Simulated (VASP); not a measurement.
InP, 2 atoms in the cell. The structure is tetragonal, space group I-4m2 (No. 119). Conventional cell: a = 4.144 Å, b = 4.144 Å, c = 5.802 Å, α = 90.00°, β = 90.00°, γ = 90.00°. Within 3.3 Å of In (site symmetry -4m2) lie 4 P at 2.53 Å. P (site symmetry -4m2) has 4 In at 2.53 Å within 3.3 Å.  This cell differs from its parent crystal: strain -0.0100 x Voigt [0, 1, 0, 0, 0, 0].

- Program: VASP 6.6.1
- Task: single point
- Functional: r2SCAN
- Potentials or basis: VASP PAW PBE potentials, release 64 (In_d, P)
- Cutoff: 520 eV
- k mesh: 8 × 8 × 8
- Occupations: gaussian, width 0.05 eV
- Spin: no spin polarisation
- Dipole correction: no
- Further INCAR settings: ALGO = Normal; EDIFF = 1e-07; NBANDS = 16

Potentials or basis: VASP PAW PBE potentials, release 64 (In_d, P).

Launch:

```console
$ cat potpaw_PBE.64/In_d/POTCAR potpaw_PBE.64/P/POTCAR > POTCAR
$ cp INCAR.step1 INCAR
$ mpirun -np 1 vasp_std > vasp.out
$ cp INCAR.step2 INCAR
$ mpirun -np 1 vasp_std > vasp.out
```

Hardware: 1 thread of Intel Xeon 8259CL (shared host).

Task: Estimate the wall time of this run.

Result: Wall time 3.1 min on 1 thread of Intel Xeon 8259CL, with other jobs on the host, peak memory 0.21 GiB. Counts: k points 59.
